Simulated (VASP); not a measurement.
Cr, 3 atoms in the cell. The structure is hexagonal, space group P6/mmm (No. 191). The conventional cell has a = 4.173 Å, b = 4.173 Å, c = 2.234 Å, α = 90.00°, β = 90.00°, γ = 120.00°. Within 3.0 Å of Cr (site symmetry 6/mmm) lie 14 Cr at 2.23 to 2.66 Å. Cr (site symmetry -6m2) has 11 Cr at 2.23 to 2.66 Å within 3.0 Å. This isn't the form of Cr at room conditions, which is bcc.

| Item | Value |
| --- | --- |
| Program | VASP 6.6.1 |
| Task | single point |
| Functional | LDA |
| Potentials or basis | VASP PAW LDA potentials, release 64 (Cr_pv) |
| Cutoff | 520 eV |
| k mesh | 9 × 9 × 13 |
| Occupations | fermi-dirac, width 0.05 eV |
| Spin | collinear spin, ferromagnetic start |
| Starting moments | [2.0, 2.0, 2.0] μB |
| Dipole correction | no |
| Further INCAR settings | ALGO = Normal; EDIFF = 1e-06; NBANDS = 29 |

Potentials or basis: VASP PAW LDA potentials, release 64 (Cr_pv).

Launch:

```sh
$ cat potpaw_LDA.64/Cr_pv/POTCAR > POTCAR
$ mpirun -np 1 vasp_std > vasp.out
```

Hardware: 1 thread of Intel(R) Xeon(R) 6975P-C (Granite Rapids) (shared host).

Q: Estimate the wall time of this run.

A: Run time: 58 s on 1 thread of Intel(R) Xeon(R) 6975P-C (Granite Rapids) (shared host), peak memory 0.22 GiB. Counts: scf iterations 15, k points 84.
